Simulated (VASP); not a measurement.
Ag, 2 atoms in the cell. Symmetry: C2/c, No. 15, monoclinic system. Conventional cell: a = 2.951 Å, b = 5.105 Å, c = 4.898 Å, α = 90.00°, β = 90.27°, γ = 90.00°. Within 3.9 Å of Ag (site symmetry 2) lie 12 Ag at 2.95 to 2.99 Å. This isn't the form of Ag at room conditions, which is fcc.

```yaml
Program: VASP 6.6.1
Task: single point
Functional: revPBE
Potentials_or_basis: VASP PAW PBE potentials, release 64 (Ag)
Cutoff: 520 eV
k_mesh: 23 × 23 × 11
Occupations: fermi-dirac, width 0.1 eV
Spin: no spin polarisation
Dipole_correction: no
Further_INCAR_settings: ALGO = Normal; EDIFF = 1e-07; NBANDS = 18
```

Potentials or basis: VASP PAW PBE potentials, release 64 (Ag).

Run with:

```console
$ cat potpaw_PBE.64/Ag/POTCAR > POTCAR
$ mpirun -np 1 vasp_std > vasp.out
```

Hardware: 1 thread of Intel(R) Xeon(R) 6975P-C (Granite Rapids), on a shared host.

Q: How long does it take, and how much memory?

A: It took 4.2 min on 1 thread of Intel(R) Xeon(R) 6975P-C (Granite Rapids) (shared host), peak memory 0.86 GiB. Counts: scf iterations 11, k points 1524.
